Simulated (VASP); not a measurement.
Here is a VASP 6.6.1 calculation.

File INCAR:

```
ALGO = Normal
EDIFF = 1E-6
ENCUT = 520
GGA = PE
ISIF = 2
ISMEAR = -1
ISPIN = 2
LASPH = True
LCHARG = False
LMAXMIX = 4
LORBIT = 11
LREAL = False
LWAVE = False
MAGMOM = 0 1.8
NBANDS = 22
NELM = 150
PREC = Accurate
SIGMA = 0.05
```

File KPOINTS:

```
k-points
0
Gamma
  8 8 8
```

Contents of POSCAR:

```
GaCo
1.0
    2.8192488209      0.0000000000      0.0000000000
    0.0000000000      2.8192488209      0.0000000000
    0.0000000000      0.0000000000      2.8192488209
Ga Co
1 1
Direct
    0.5000000000      0.5000000000      0.5000000000
    0.0000000000      0.0000000000      0.0000000000
```

Potentials or basis: VASP PAW PBE potentials, release 64 (Ga_d, Co).

Run with:

```sh
$ cat potpaw_PBE.64/Ga_d/POTCAR potpaw_PBE.64/Co/POTCAR > POTCAR
$ mpirun -np 1 vasp_std > vasp.out
```

Task: Estimate the pressure.

Result: 13.9 GPa.

Task: Predict the site moments.

Result: Ga -0.01; Co +0.13 μB.

Task: Predict the net moment.

Result: 0.12 μB per cell.

Caveat: the cell stands under pressure.
